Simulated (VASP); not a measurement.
# K3HF4 (Pmmm) in VASP: relaxation of cell and atoms with PBE

Aim: the relaxation of cell and atoms of K3HF4 with PBE.

All numbers are computed with VASP 6.6.1; they aren't measurements. Logs are shortened: lines on timing, memory, paths and dates and some standing lists are left out, and cuts for length are marked.

### 1 The cell of the first run

The structure is orthorhombic, space group Pmmm (No. 47). Conventional cell: a = 3.676 Å, b = 3.679 Å, c = 10.149 Å, α = 90.00°, β = 90.00°, γ = 90.00°. K (site symmetry mm2) has 6 F at 2.66 to 2.71 Å and 4 H at 3.31 Å and 6 K at 3.54 to 3.68 Å within 3.7 Å. K (site symmetry mmm) has 12 F at 2.82 to 2.92 Å and 8 K at 3.54 to 3.68 Å within 3.7 Å. Within 3.7 Å of H (site symmetry mmm) lie 2 F at 2.80 Å and 8 K at 3.31 Å and 4 H at 3.68 Å. Within 2.9 Å of F (site symmetry mm2) lie 3 F at 2.18 to 2.19 Å and 6 K at 2.66 to 2.82 Å. Within 3.0 Å of F (site symmetry mm2) lie 2 F at 2.18 Å and 6 K at 2.71 to 2.92 Å and 1 H at 2.80 Å.

The cell was generated, and may not be a known phase.

### 2 Relaxation of cell and atoms, PBE

The input, INCAR:

```
SYSTEM = K3HF4
ALGO = Normal
EDIFF = 1E-7
EDIFFG = -0.08
ENCUT = 1350
GGA = PE
GGA_COMPAT = .FALSE.
IBRION = 2
ISIF = 3
ISMEAR = 0
LASPH = .TRUE.
LCHARG = .FALSE.
LREAL = .FALSE.
LWAVE = .FALSE.
NELM = 120
NELMIN = 4
NSW = 36
PREC = Accurate
SIGMA = 0.15
```

The input, KPOINTS:

```
k-points
0
G
  3 3 2
  0 0 0
```

The input, POSCAR:

```
K3HF4
1.0
    3.6755204900      0.0000000000      0.0000000000
    0.0000000000      3.6786829400      0.0000000000
    0.0000000000      0.0000000000     10.1487927200
K H F
3 1 4
Direct
    0.0000000000      0.0000000000      0.7020079500
    0.0000000000      0.0000000000      0.2979920500
    0.5000000000      0.0000000000      0.0000000000
    0.5000000000      0.5000000000      0.5000000000
    0.0000000000      0.5000000000      0.1080094100
    0.5000000000      0.5000000000      0.2237904400
    0.0000000000      0.5000000000      0.8919905900
    0.5000000000      0.5000000000      0.7762095600
```

Potentials or basis: VASP PAW PBE potentials, release 64 (K_sv, H_h, F_h).

On the command line:

```sh
> cat potpaw_PBE.64/K_sv/POTCAR potpaw_PBE.64/H_h/POTCAR potpaw_PBE.64/F_h/POTCAR > POTCAR
> mpirun -np 1 vasp_std > vasp.out
```

OUTCAR:

```text
SYSTEM = K3HF4
   EDIFF = 1E-7
   EDIFFG = -0.08
   ENCUT = 1350
   GGA = PE
   IBRION = 2
   ISIF = 3
   ISMEAR = 0
   LASPH = .TRUE.
   LREAL = .FALSE.
   NELM = 120
   NELMIN = 4
   NSW = 36
   PREC = Accurate

 ion  position               nearest neighbor table
   1  0.000  0.000  0.702-   7 2.66   7 2.66   3 3.54   3 3.54
   2  0.000  0.000  0.298-   5 2.66   5 2.66   3 3.54   3 3.54
   3  0.500  0.000  0.000-   1 3.54   2 3.54   1 3.54   2 3.54
   4  0.500  0.500  0.500-
   5  0.000  0.500  0.108-   2 2.66   2 2.66
   6  0.500  0.500  0.224-
   7  0.000  0.500  0.892-   1 2.66   1 2.66
   8  0.500  0.500  0.776-

  LATTYP: Found a simple orthorhombic cell.
 ALAT       =     3.6755204900
 B/A-ratio  =     1.0008604088
 C/A-ratio  =     2.7611851839

  Lattice vectors:

 A1 = (   3.6755204900,   0.0000000000,   0.0000000000)
 A2 = (   0.0000000000,   3.6786829400,   0.0000000000)
 A3 = (   0.0000000000,   0.0000000000,  10.1487927200)

Analysis of symmetry for initial positions (statically):
=====================================================================
 Subroutine PRICEL returns:
 Original cell was already a primitive cell.

 Routine SETGRP: Setting up the symmetry group for a
 simple orthorhombic supercell.

 Subroutine GETGRP returns: Found  8 space group operations
 (whereof  8 operations were pure point group operations)
 out of a pool of  8 trial point group operations.

The static configuration has the point symmetry D_2h.

Analysis of symmetry for dynamics (positions and initial velocities):
=====================================================================
 Subroutine PRICEL returns:
 Original cell was already a primitive cell.

 Routine SETGRP: Setting up the symmetry group for a
 simple orthorhombic supercell.

 Subroutine GETGRP returns: Found  8 space group operations
 (whereof  8 operations were pure point group operations)
 out of a pool of  8 trial point group operations.

The dynamic configuration has the point symmetry D_2h.

 Subroutine INISYM returns: Found  8 space group operations
 (whereof  8 operations are pure point group operations),
 and found     1 'primitive' translations

----------------------------------------------------------------------------------------

                                     Primitive cell

  volume of cell :     137.2226

  direct lattice vectors                    reciprocal lattice vectors
     3.675520490  0.000000000  0.000000000     0.272070310  0.000000000  0.000000000
     0.000000000  3.678682940  0.000000000     0.000000000  0.271836420  0.000000000
     0.000000000  0.000000000 10.148792720     0.000000000  0.000000000  0.098533887

  length of vectors
     3.675520490  3.678682940 10.148792720     0.272070310  0.271836420  0.098533887

  position of ions in fractional coordinates (direct lattice)
     0.000000000  0.000000000  0.702007950
     0.000000000  0.000000000  0.297992050
     0.500000000  0.000000000  0.000000000
     0.500000000  0.500000000  0.500000000
     0.000000000  0.500000000  0.108009410
     0.500000000  0.500000000  0.223790440
     0.000000000  0.500000000  0.891990590
     0.500000000  0.500000000  0.776209560

  ion indices of the primitive-cell ions
   primitive index   ion index
                 1           1
                 2           2
                 3           3
                 4           4
                 5           5
                 6           6
                 7           7
                 8           8

----------------------------------------------------------------------------------------

 KPOINTS: k-points

Automatic generation of k-mesh.
 Grid dimensions read from file:
 generate k-points for:    3    3    2

 Generating k-lattice:

  Cartesian coordinates                     Fractional coordinates (reciprocal lattice)
     0.090690103  0.000000000  0.000000000     0.333333333  0.000000000  0.000000000
     0.000000000  0.090612140  0.000000000     0.000000000  0.333333333  0.000000000
     0.000000000  0.000000000  0.049266944     0.000000000  0.000000000  0.500000000

  Length of vectors
     0.090690103  0.090612140  0.049266944

  Shift w.r.t. Gamma in fractional coordinates (k-lattice)
     0.000000000  0.000000000  0.000000000

 Subroutine IBZKPT returns following result:
 ===========================================

 Found      8 irreducible k-points:

 Following reciprocal coordinates:
            Coordinates               Weight
  0.000000  0.000000  0.000000      1.000000
  0.333333  0.000000  0.000000      2.000000
  0.000000  0.333333  0.000000      2.000000
  0.333333  0.333333  0.000000      4.000000
  0.000000  0.000000  0.500000      1.000000
  0.333333  0.000000  0.500000      2.000000
  0.000000  0.333333  0.500000      2.000000
  0.333333  0.333333  0.500000      4.000000
   k-points           NKPTS =      8   k-points in BZ     NKDIM =      8   number of bands    NBANDS=     33
   number of dos      NEDOS =    301   number of ions     NIONS =      8
   total plane-waves  NPLWV = 290304
   dimension x,y,z NGX =    48 NGY =   48 NGZ =  126
   dimension x,y,z NGXF=    96 NGYF=   96 NGZF=  252
   ions per type =               3   1   4
   NGX,Y,Z   is equivalent  to a cutoff of  21.71, 21.69, 20.64 a.u.
   NGXF,Y,Z  is equivalent  to a cutoff of  43.42, 43.38, 41.28 a.u.
 SYSTEM =  K3HF4
   PREC   = accura    normal or accurate (medium, high low for compatibility)
   ISTART =      0    job   : 0-new  1-cont  2-samecut
   ICHARG =      2    charge: 1-file 2-atom 10-const
   ISPIN  =      1    spin polarized calculation?
   LNONCOLLINEAR =      F non collinear calculations
   LSORBIT =      F    spin-orbit coupling
   LASPH  =      T    aspherical Exc in radial PAW
   ENCUT  = 1350.0 eV  99.22 Ry    9.96 a.u.  11.01 11.02 30.40*2*pi/ulx,y,z
   NELM   =    120;   NELMIN=  4; NELMDL= -5     # of ELM steps
   EDIFF  = 0.1E-06   stopping-criterion for ELM
   LREAL  =      F    real-space projection
   EDIFFG = -.8E-01   stopping-criterion for IOM
   NSW    =     36    number of steps for IOM
   IBRION =      2    ionic relax: 0-MD 1-quasi-New 2-CG
   NFREE  =      1    steps in history (QN), initial steepest desc. (CG)
   ISIF   =      3    stress and relaxation
   ISYM   =      2    0-nonsym 1-usesym 2-fastsym
   POTIM  = 0.5000    time-step for ionic-motion
   TEBEG  =    0.0;   TEEND  =   0.0 temperature during run
   PSTRESS=    0.0 pullay stress
   NELECT =      56.0000    total number of electrons
   NUPDOWN=      -1.0000    fix difference up-down
   EMIN   =  10.00;   EMAX   =-10.00  energy-range for DOS
   EFERMI =   0.00;   METHOD = LEGACY
   ISMEAR =     0;   SIGMA  =   0.15  broadening in eV -4-tet -1-fermi 0-gaus
   EFERMI_NEDOS =   21; number of points for ismear=-14 and -15
   IALGO  =     38    algorithm
   IMIX   =      4    mixing-type and parameters
     AMIX     =   0.40;   BMIX     =  1.00
     AMIX_MAG =   1.60;   BMIX_MAG =  1.00
  volume/ion in A,a.u.               =      17.15       115.75
  Fermi-wavevector in a.u.,A,eV,Ry     =   1.214308  2.294710 20.062399  1.474545
  Thomas-Fermi vector in A             =   2.349732
   LORBIT       =      0    0 simple, 1 ext, 2 COOP (PROOUT), +10 PAW based schemes
   GGA     = PE    functional components
   LHFCALC =     F    Hartree Fock is set to
   AEXX    =    0.0000 exact exchange contribution
   IVDW    =     0    specifies the selected vdW correction
   LEPSILON=     F    determine dielectric tensor
   LRPA    =     F    only Hartree local field effects (RPA)
 conjugate gradient relaxation of ions
 non-spin polarized calculation
 Gauss-broadening in eV      SIGMA  =   0.15
  energy-cutoff  :     1350.00
  volume of cell :      137.22
 maximum number of plane-waves:     15490
 NGX is ok and might be reduce to    48
   NGX = 23   NGY = 23   NGZ = 61

--------------------------------------- Ionic step        1  -------------------------------------------

 number of electron      55.9999999 magnetization

 Free energy of the ion-electron system (eV)
  ---------------------------------------------------
  ext. energy  EPLUGINS =         0.00000000
  ---------------------------------------------------
  free energy    TOTEN  =       -25.11949208 eV

  energy without entropy =      -25.04685587  energy(sigma->0) =      -25.08317397

------------------------ aborting loop because EDIFF is reached ----------------------------------------

  FORCE on cell =-STRESS in cart. coord.  units (eV):
  Direction    XX          YY          ZZ          XY          YZ          ZX
  --------------------------------------------------------------------------------------
  -------------------------------------------------------------------------------------
  Total        7.0071241     -2.4063372      4.2016174      0.0000000      0.0000000      0.0000000
  in kB       81.8134677    -28.0958046     49.0570572      0.0000000      0.0000000      0.0000000
  external PRESSURE =      34.2582401 kB  Pullay stress =       0.0000000 kB
[... 107 lines left out ...]
  FREE ENERGIE OF THE ION-ELECTRON SYSTEM (eV)
  ---------------------------------------------------
  free  energy   TOTEN  =       -25.9621201305 eV

  energy  without entropy=      -25.8742740166  energy(sigma->0) =      -25.91819707

[... ionic steps 4 to 30 ...]

--------------------------------------- Ionic step       31  -------------------------------------------

 number of electron      56.0000001 magnetization

------------------------ aborting loop because EDIFF is reached ----------------------------------------

  FORCE on cell =-STRESS in cart. coord.  units (eV):
  Direction    XX          YY          ZZ          XY          YZ          ZX
  --------------------------------------------------------------------------------------
  -------------------------------------------------------------------------------------
  Total        0.1482394      0.0457229      0.0141679     -0.0000000      0.0000000      0.0000000
  in kB        1.6745300      0.5164908      0.1600425     -0.0000000      0.0000000      0.0000000
  external PRESSURE =       0.7836878 kB  Pullay stress =       0.0000000 kB
[... 69 lines left out ...]
  energy  without entropy=      -33.2882454572  energy(sigma->0) =      -33.28824546

--------------------------------------- Ionic step       33  -------------------------------------------

 number of electron      56.0000002 magnetization

 Free energy of the ion-electron system (eV)
  ---------------------------------------------------
  ext. energy  EPLUGINS =         0.00000000
  ---------------------------------------------------
  free energy    TOTEN  =       -33.29066292 eV

  energy without entropy =      -33.29066292  energy(sigma->0) =      -33.29066292

 E-fermi :  -1.3621     XC(G=0):  -8.0202

 val. band max:       -2.1201573226   @ k =   0.0000   0.3333   0.0000
 cond. band min:       2.8270567946   @ k =   0.0000   0.0000   0.0000
 fundamental gap:      4.9472141171
 Fermi energy:        -1.3621334185

 k-point     1 :       0.0000    0.0000    0.0000
  band No.  band energies     occupation
      1     -29.3845      2.00000
      2     -29.3817      2.00000
      3     -28.8993      2.00000
      4     -24.4611      2.00000
      5     -23.3537      2.00000
      6     -20.8828      2.00000
[... 312 lines left out ...]
  FREE ENERGIE OF THE ION-ELECTRON SYSTEM (eV)
  ---------------------------------------------------
  free  energy   TOTEN  =       -33.2906629204 eV

  energy  without entropy=      -33.2906629204  energy(sigma->0) =      -33.29066292

 reached required accuracy - stopping structural energy minimisation
```

Run time: 71 min. Hardware: 1 thread of Intel Xeon 6975P-C (Granite Rapids), shared host; peak memory 0.82 GiB.

Results:

- Free energy: -33.2907 eV
- Relaxed volume: 17.80 Å³/atom
- Relaxed cell: a = 3.565 Å, b = 3.454 Å, c = 11.564 Å, α = 90.00°, β = 90.00°, γ = 90.00°
- Space group after relaxing (to 0.1 Å): Pmmm (No. 47)
- Energy gained by relaxing: 1021.4 meV/atom
- Ionic steps: 33
- Pressure after relaxing: -0.1 GPa
- Largest force after relaxing: 0.047 eV/Å
- Band gap on the k mesh: 4.95 eV (least direct gap 5.00 eV)

Forces in eV/Å, atoms in the order of the input:
```
K    0.000  0.000 -0.047
K    0.000  0.000  0.047
K    0.000  0.000  0.000
H    0.000  0.000  0.000
F    0.000  0.000 -0.017
F    0.000  0.000  0.029
F    0.000  0.000  0.017
F    0.000  0.000 -0.029
```

Step by step:
| step | energy change (eV) | largest force (eV/Å) | pressure (GPa) | volume (Å³) |
| --- | --- | --- | --- | --- |
| 1 | 0.0000 | 1.3474 | 3.43 | 137.22 |
| 2 | -0.5086 | 1.1149 | 1.02 | 144.52 |
| 3 | -0.8426 | 0.9229 | -1.05 | 154.75 |
| 4 | -0.8878 | 0.8753 | -1.63 | 159.03 |
| 5 | -1.0930 | 0.8720 | -1.01 | 154.89 |
| 6 | -1.4417 | 0.9385 | 1.91 | 142.83 |
| 7 | -1.6153 | 0.9566 | 1.80 | 143.27 |
| 8 | -2.2177 | 1.3734 | 1.35 | 144.55 |
| 9 | -4.0560 | 2.8000 | -0.49 | 147.04 |
| 10 | -3.8257 | 10.3217 | 12.37 | 151.76 |
| 11 | -5.1570 | 3.0697 | -0.70 | 147.94 |
| 12 | -6.4543 | 3.0003 | 1.69 | 149.88 |
| 13 | -6.4566 | 3.3038 | 2.65 | 150.19 |
| 14 | -6.4677 | 3.1513 | 2.14 | 150.03 |
| 15 | -6.5261 | 3.2292 | 2.58 | 150.49 |
| 16 | -6.5379 | 3.2785 | 2.93 | 150.79 |
| 17 | -6.6226 | 3.1401 | 2.64 | 151.15 |
| 18 | -6.8493 | 2.7521 | 1.84 | 152.24 |
| 19 | -7.1931 | 2.0859 | 0.54 | 154.40 |
| 20 | -7.5352 | 1.1076 | -1.18 | 158.73 |
| 21 | -7.5721 | 0.8327 | -1.59 | 160.37 |
| 22 | -7.5753 | 0.7442 | -1.72 | 160.96 |
| 23 | -7.6215 | 0.7190 | -1.69 | 159.65 |
| 24 | -7.7495 | 0.6364 | -1.55 | 155.75 |
| 25 | -7.9507 | 0.5216 | -1.09 | 148.14 |
| 26 | -8.0565 | 0.8597 | 0.87 | 133.60 |
| 27 | -8.0751 | 0.6244 | 0.09 | 137.91 |
| 28 | -8.1103 | 0.5607 | 1.42 | 136.18 |
| 29 | -8.1140 | 0.3029 | 1.09 | 136.57 |
| 30 | -8.1482 | 0.1623 | 0.65 | 138.63 |
| 31 | -8.1686 | 0.1225 | 0.08 | 141.83 |
| 32 | -8.1688 | 0.1218 | 0.04 | 142.09 |
| 33 | -8.1712 | 0.0466 | -0.09 | 142.39 |

Final structure:
```cif
data_structure
_symmetry_space_group_name_H-M 'P 1'
_symmetry_Int_Tables_number 1
_cell_length_a 3.5645
_cell_length_b 3.4544
_cell_length_c 11.5639
_cell_angle_alpha 90.000
_cell_angle_beta 90.000
_cell_angle_gamma 90.000
_cell_volume 142.39
loop_
_atom_site_label
_atom_site_type_symbol
_atom_site_fract_x
_atom_site_fract_y
_atom_site_fract_z
_atom_site_occupancy
K1 K 0.00000 0.00000 0.70721 1
K2 K 0.00000 0.00000 0.29279 1
K3 K 0.50000 0.00000 0.00000 1
H1 H 0.50000 0.50000 0.50000 1
F1 F 0.00000 0.50000 0.13340 1
F2 F 0.50000 0.50000 0.40048 1
F3 F 0.00000 0.50000 0.86660 1
F4 F 0.50000 0.50000 0.59952 1
```

Caveat: the k points lie up to 0.61 Å⁻¹ apart in the final cell; the relaxation stopped at a loose force limit of 0.08 eV/Å, so its end isn't a converged minimum. A k mesh can miss the band edges.
